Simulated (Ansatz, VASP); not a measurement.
**One calculation of NaCl, two programs**

```
CELL_PARAMETERS angstrom
3.50219 0.00000 0.00000
0.00000 3.50219 0.00000
0.00000 0.00000 3.50219
ATOMIC_POSITIONS crystal
Na 0.95962 0.95962 0.94289
Cl 0.50000 0.50000 0.50000
```

Alike in both runs: task single point; functional PBE; k mesh 6 × 6 × 6; occupations gaussian, width 0.05 eV; no spin polarisation.

|  | VASP | Ansatz |
| --- | --- | --- |
| version | VASP 6.6.1 | Ansatz 0.2.0 |
| potentials or method | VASP PAW PBE potentials, release 64 (Na_pv, Cl), cutoff 500 eV | scalar-relativistic, plane waves, PAW |
| valence electrons in the cell | 14 | 16 |

Ansatz gave:

| Property | Result |
| --- | --- |
| gap on the k mesh at the Fermi level (eV) | 4.02 |
| least direct gap on the mesh (eV) | 4.50 |
| pressure (GPa) | 0.7 |
| traceless stress, the component that is largest in VASP (GPa) | 0.45 |
| rms of the force components (eV/Å) | 0.087 |

Task: What did VASP give for the same quantities?

Result: gap on the k mesh at the Fermi level (eV): 4.01; least direct gap on the mesh (eV): 4.50; pressure (GPa): 0.7; traceless stress, the component that is largest in VASP (GPa): 0.45; rms of the force components (eV/Å): 0.088.

Atom by atom the forces differ by 0.001 eV/Å (rms over components). The functional is the same, so the differences come from potentials, cutoffs and numerics. VASP's potentials hold 14 valence electrons a cell and Ansatz's 16, so a difference there can come from the potentials and not from the codes.
